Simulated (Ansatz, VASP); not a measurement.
**Si16C in VASP and in Ansatz**

```xyz
17
Lattice="0.0000 5.4300 5.4300 5.4300 0.0000 5.4300 5.4300 5.4300 0.0000" Properties=species:S:1:pos:R:3 pbc="T T T"
Si   -0.6474   -0.1461    0.1721
Si    1.5766    1.2192    1.2378
Si    2.7650    2.6833   -0.0994
Si    3.8192    3.8147    1.6157
Si    2.8581   -0.0445    2.6945
Si    4.0851    1.3698    4.0466
Si    5.5401    2.6803    2.7418
Si    6.8595    4.1101    4.0403
Si    0.2628    2.7024    2.7331
Si    1.5765    4.1964    4.2229
Si    2.7581    5.5271    2.7476
Si    4.2375    6.8205    4.0348
Si    2.8659    2.7270    5.4651
Si    4.2597    4.0151    6.8404
Si    5.5075    5.4211    5.4327
Si    6.8612    6.8149    6.7405
C     1.1112    5.1488    5.7204
```

Alike in both runs: functional PBE; k mesh 2 × 2 × 2; occupations fermi-dirac, width 0.02 eV; collinear spin.

Ansatz relaxed the structure, and its values are those at the end. VASP's run is a single point on that final structure, the one shown.

|  | VASP | Ansatz |
| --- | --- | --- |
| version | VASP 6.6.1 | Ansatz 0.2.0 |
| potentials or method | VASP PAW PBE potentials, release 64 (Si, C), cutoff 520 eV | scalar-relativistic, plane waves, PAW |
| valence electrons in the cell | 68 | 68 |

```tsv
	VASP	Ansatz	Ansatz less VASP
rms of the force components (eV/Å)	0.014	0.012	-0.0020
net moment per atom (μB)	0.00	0.00	0.000
```

With one functional, cell and mesh, what is left measures potentials, basis and numerics. Ansatz's warnings: filled band counts differ across k points, seeded moment not kept.

The k mesh is coarse, so the values compare programs but aren't converged.
